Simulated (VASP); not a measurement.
Here is a VASP 6.6.1 calculation.

Contents of INCAR:

```
SYSTEM = Fe
PREC = Accurate
ENCUT = 520
EDIFF = 1E-6
ISMEAR = -1
SIGMA = 0.1
LREAL = .FALSE.
LASPH = .TRUE.
NELM = 60
ALGO = Normal
ISIF = 2
LWAVE = .FALSE.
LCHARG = .TRUE.
GGA = RE
LELF = .TRUE.
LVHAR = .TRUE.
NBANDS = 15
```

The input KPOINTS:

```
regular mesh
0
G
  13 13 13
  0 0 0
```

Contents of POSCAR:

```
Fe
1.0
    0.0000000000      2.3503803785      2.3503803785
    2.3503803785      0.0000000000      2.3503803785
    2.3503803785      2.3503803785      0.0000000000
Fe
2
Direct
    0.1250000000      0.1250000000      0.1250000000
    0.8750000000      0.8750000000      0.8750000000
```

Potentials or basis: VASP PAW PBE potentials, release 64 (Fe).

Command:

```bash
$ cat potpaw_PBE.64/Fe/POTCAR > POTCAR
$ mpirun -np 1 vasp_std > vasp.out
```

Q: Predict the band gap on the k mesh.

A: Zero (band 8 reaches 5.09 eV, above the bottom of band 9 at 4.19 eV).

Q: Predict the pressure.

A: 21.8 GPa.

Caveat: the PAW data sets were made with another functional, which shifts forces and pressure a little; the run has no spin polarisation, though such a crystal can be magnetic. Spin polarisation is off, so any magnetic state and its effect on volume and gap are missing.
